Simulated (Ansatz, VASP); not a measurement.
# BaSnAu in VASP and in Ansatz

```
Ba Sn Au
1.0
     4.06366    0.00000    0.00000
     0.00000    4.06366    0.00000
     0.00000    0.00000    6.29865
Ba Sn Au
1 1 1
Direct
  0.00000 0.00000 0.00000
  0.50000 0.50000 0.50000
  0.00000 0.00000 0.50000
```

Alike in both runs: functional PBE; k mesh 6 × 6 × 2; occupations gaussian, width 0.1 eV; no spin polarisation.

Ansatz relaxed the structure, and its values are those at the end. VASP's run is a single point on that final structure, the one shown.

|  | VASP | Ansatz |
| --- | --- | --- |
| version | VASP 6.6.1 | Ansatz 0.2.0 |
| potentials or method | VASP PAW PBE potentials, release 64 (Ba_sv, Sn_d, Au), cutoff 520 eV | scalar-relativistic, plane waves, PAW |
| valence electrons in the cell | 35 | 43 |

VASP gave:

- gap on the k mesh at the Fermi level (eV): none
- pressure (GPa): 0.5

Problem. Which values does Ansatz return?

Solution. gap on the k mesh at the Fermi level (eV): none; pressure (GPa): 0.2.

A gap of «none» marks a metal or a gap that the smearing closes. VASP's potentials hold 35 valence electrons a cell and Ansatz's 43, so a difference there can come from the potentials and not from the codes.

The k mesh is coarse, so the values compare programs but aren't converged. Spin-orbit coupling is off throughout.
